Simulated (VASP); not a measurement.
Runs of VASP 6.6.1 on TiS2. Symmetry: P-3m1, No. 164, trigonal system. The conventional cell has a = 3.411 Å, b = 3.411 Å, c = 5.739 Å, α = 90.00°, β = 90.00°, γ = 120.00°. Ti (site symmetry -3m) has 6 S at 2.42 Å within 3.2 Å. Within 3.2 Å of S (site symmetry 3m) lie 3 Ti at 2.42 Å. 

```tsv
level	share of exact exchange	screening parameter	gap on the mesh (eV)	pressure (GPa)	largest force (eV/Å)
PBE-based global hybrid with 50 % exact exchange	0.5	-	2.92	(b)	0.51
PBE-based global hybrid with 75 % exact exchange	0.75	-	(a)	(c)	0.74
HSE06	0.25	0.2079 1/Å	0.60	-0.3	0.24
PBE-based screened hybrid with 20 % exact exchange	0.2	0.3 1/Å	0.32	0.2	0.17
```

Alike in all rows: task single point; potentials or basis VASP PAW PBE potentials, release 64 (Ti_sv, S); no spin polarisation; cell as given; k mesh 6 × 6 × 2; cutoff (eV) 400; smearing fermi-dirac 0.02 eV.

Question: Estimate the missing entries.

Answer: (a) 4.73; (b) -2.4; (c) -4.1.

Caveats: all runs use coarse meshes; the PAW data sets were made with another functional, which shifts forces and pressure a little; this functional lacks dispersion, which binds the layers, so the pressure and a relaxed spacing across them are unreliable (at least some runs).

A k mesh can miss the band edges.
